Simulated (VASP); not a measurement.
# Be: single point with PBEsol

Be:

```
CELL_PARAMETERS angstrom
3.74681 0.01873 0.01873
0.01873 3.74681 0.01873
0.01141 0.01141 2.28128
ATOMIC_POSITIONS crystal
Be 0.29741 0.29741 0.00000
Be 0.70259 0.70259 0.00000
Be 0.20259 0.79741 0.50000
Be 0.79741 0.20259 0.50000
```

This cell differs from its parent crystal: equal xy, yz and zx shear strains of +1 %.

| Item | Value |
| --- | --- |
| Program | VASP 6.6.1 |
| Task | single point |
| Functional | PBEsol |
| Potentials or basis | VASP PAW PBE potentials, release 64 (Be) |
| Cutoff | 520 eV |
| k mesh | 9 × 9 × 14 |
| Occupations | fermi-dirac, width 0.05 eV |
| Spin | no spin polarisation |
| Dipole correction | no |
| Further INCAR settings | ALGO = Normal; EDIFF = 1e-06; NBANDS = 12 |

```yaml
Pressure: -0.7 GPa
Largest_force: 0.034 eV/Å
Band_gap_on_the_k_mesh: zero (bands 4 and 5 overlap by 2.00 eV)
```

Forces in eV/Å, atoms in the order of the input:
```
Be  -0.009 -0.009 -0.031
Be   0.009  0.009  0.031
Be  -0.003  0.003  0.000
Be   0.003 -0.003  0.000
```

Stress tensor (GPa, compression positive):
```
-0.31 -1.36 -1.68
-1.36 -0.31 -1.68
-1.68 -1.68 -1.54
```

Levels at points of the mesh, in eV from the Fermi level:
| k point | band 2 | band 3 | band 4 | band 5 | band 6 | band 7 |
| --- | --- | --- | --- | --- | --- | --- |
| (0.00, 0.00, 0.00) | -4.96 | -4.40 | -1.00 | -0.99 | 4.68 | 5.02 |
| (0.00, 0.00, 0.50) | -5.79 | 1.01 | 1.01 | 1.79 | 1.87 | 2.58 |

Wall time 34 s on 1 thread of Intel(R) Xeon(R) 6975P-C (Granite Rapids), with other jobs on the host, peak memory 0.2 GiB.

Caveat: the cell differs from its parent crystal (equal xy, yz and zx shear strains of +1 %); the PAW data sets were made with another functional, which shifts forces and pressure a little.
